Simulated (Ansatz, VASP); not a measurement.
## ZrB2: VASP beside Ansatz

INCAR

```
SYSTEM = ZrB2
ALGO = Normal ; EDIFF = 1E-6
ENCUT = 520 ; GGA = PS
ISIF = 2 ; ISMEAR = 1
LASPH = .True. ; LCHARG = .True.
LELF = .True. ; LREAL = .False.
LVHAR = .True. ; LWAVE = .False.
NBANDS = 16 ; NELM = 80
PREC = Accurate ; SIGMA = 0.15
```

File KPOINTS:

```
k-points
0
Gamma
  10 10 8
  0 0 0
```

The input POSCAR:

```
ZrB2
1.0
    3.1909939893      0.0000000000      0.0000000000
   -1.5954969947      2.7634823312      0.0000000000
    0.0000000000      0.0000000000      3.5563980329
Zr B
1 2
Direct
    0.0000000000      0.0000000000      0.0000000000
    0.3333333333      0.6666666667      0.5000000000
    0.6666666667      0.3333333333      0.5000000000
```

Input for Ansatz:

```yaml
crystal:
  lattice:
    - [3.190993989305558, 0.0, 0.0]
    - [-1.595496994652779, 2.763482331178088, 0.0]
    - [0.0, 0.0, 3.556398032875879]
  atoms:
    - { symbol: Zr, position: [0.0, 0.0, 0.0] }
    - { symbol: B, position: [0.3333333333333333, 0.6666666666666666, 0.5] }
    - { symbol: B, position: [0.6666666666666666, 0.3333333333333333, 0.5] }
basis:
  ecutwfc: 500.0
kpoints:
  mp_grid:
    grid: [10, 10, 8]
hamiltonian:
  xc: pbesol
scf:
  convergence:
    dr2_threshold: 1.0e-09
  occupations:
    method: methfessel_paxton
    width: 0.15
output:
  stress: true
```

Alike in both runs: task single point; functional PBEsol; k mesh 10 × 10 × 8; occupations methfessel-paxton of order 1, width 0.15 eV; no spin polarisation.

```csv
,VASP,Ansatz
version,VASP 6.6.1,Ansatz 0.2.0
potentials or method,"VASP PAW PBE potentials, release 64 (Zr_sv, B), cutoff 520 eV","plane waves, PAW"
valence electrons in the cell,18,18
```

Ansatz gave:

```
pressure (GPa)                                                : -8.6
traceless stress, the component that is largest in VASP (GPa) : 0.29
```

Question: What did VASP give for the same quantities?

Answer: Pressure (GPa): -8.2; traceless stress, the component that is largest in VASP (GPa): 0.28.

VASP's potentials were made for PBE, not for PBEsol. The functional is the same, so the differences come from potentials, cutoffs and numerics. Ansatz's warnings: stress scf threshold loose.
